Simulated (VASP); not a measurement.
Wanted: the native input for a VASP 6.6.1 run.

- Task: relaxation of cell and atoms
- Functional: PBEsol
- Potentials or basis: VASP PAW PBE potentials, release 64 (Ti_sv)
- Cutoff: 600 eV
- k mesh: 11 × 11 × 11
- Occupations: fermi-dirac, width 0.05 eV
- Spin: no spin polarisation
- Target pressure: 5 GPa
- Dipole correction: no
- Further INCAR settings: ALGO = Normal; EDIFF = 1e-06; IBRION = 2; EDIFFG = -0.02; NSW = 80; ISIF = 3

The structure of Ti lies in POSCAR:

```
Ti
1.0
   -1.6410000000      1.6410000000      1.6410000000
    1.6410000000     -1.6410000000      1.6410000000
    1.6410000000      1.6410000000     -1.6410000000
Ti
1
Direct
    0.0000000000      0.0000000000      0.0000000000
```

The input as run:

INCAR

```
ALGO = Normal
EDIFF = 1E-6
EDIFFG = -0.02
ENCUT = 600
GGA = PS
IBRION = 2
ISIF = 3
ISMEAR = -1
LASPH = T
LCHARG = F
LREAL = F
LWAVE = F
NELM = 60
NSW = 80
PREC = Accurate
PSTRESS = 50.0
SIGMA = 0.05
```

KPOINTS

```
k-points
0
Gamma
  11 11 11
```

Potentials or basis: VASP PAW PBE potentials, release 64 (Ti_sv).

Launch:

```sh
$ cat potpaw_PBE.64/Ti_sv/POTCAR > POTCAR
$ mpirun -np 1 vasp_std > vasp.out
```

Results of the run:

```json
{
  "Relaxed volume": "15.83 Å³/atom",
  "Relaxed cell": "a = 2.739 Å, b = 2.739 Å, c = 2.739 Å, α = 109.47°, β = 109.47°, γ = 109.47°",
  "Space group after relaxing (to 0.05 Å)": "Im-3m (No. 229)",
  "Energy change on relaxing (the enthalpy is what falls)": "-17.8 meV/atom",
  "Ionic steps": "3",
  "Pressure after relaxing": "4.9 GPa",
  "Band gap on the k mesh": "zero (band 6 reaches 10.04 eV, above the bottom of band 7 at 8.27 eV)"
}
```

Caveat: the cell is relaxed towards a set pressure, so the enthalpy falls and the energy may rise; the PAW data sets were made with another functional, which shifts forces and pressure a little.

Wall time 32 s on 1 thread of Intel Xeon 8259CL, on a shared host, peak memory 0.15 GiB.
